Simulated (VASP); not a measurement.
Runs of VASP 6.6.1 on Li2ClF. The structure is that of space group R-3m (No. 166), or close to it. The cells are those of the table. 

```tsv
level	cell	smearing	gap on the mesh (eV)	largest force (eV/Å)
r2SCAN	a = 5.585 Å, angles 33.7°, 4 atoms	gaussian 0.01 eV	(b)	0.02
r2SCAN	a = 5.532 Å, angles 34.2°, 4 atoms	gaussian 0.01 eV	5.69	0.01
PBE	a = 5.532 Å, angles 34.2°, 4 atoms	fermi-dirac 0.02 eV	(a)	0.02
PBE	a = 5.585 Å, angles 33.7°, 4 atoms	fermi-dirac 0.02 eV	4.82	0.02
```

Alike in all rows: task single point; potentials or basis VASP PAW PBE potentials, release 64 (F, Cl, Li_sv); no spin polarisation; k mesh 10 × 10 × 10; cutoff (eV) 520.

Question: Estimate the missing entries.

Answer: (a) 4.92; (b) 5.60.

Caveats: the PAW data sets were made with another functional, which shifts forces and pressure a little (some runs).

A k mesh can miss the band edges.
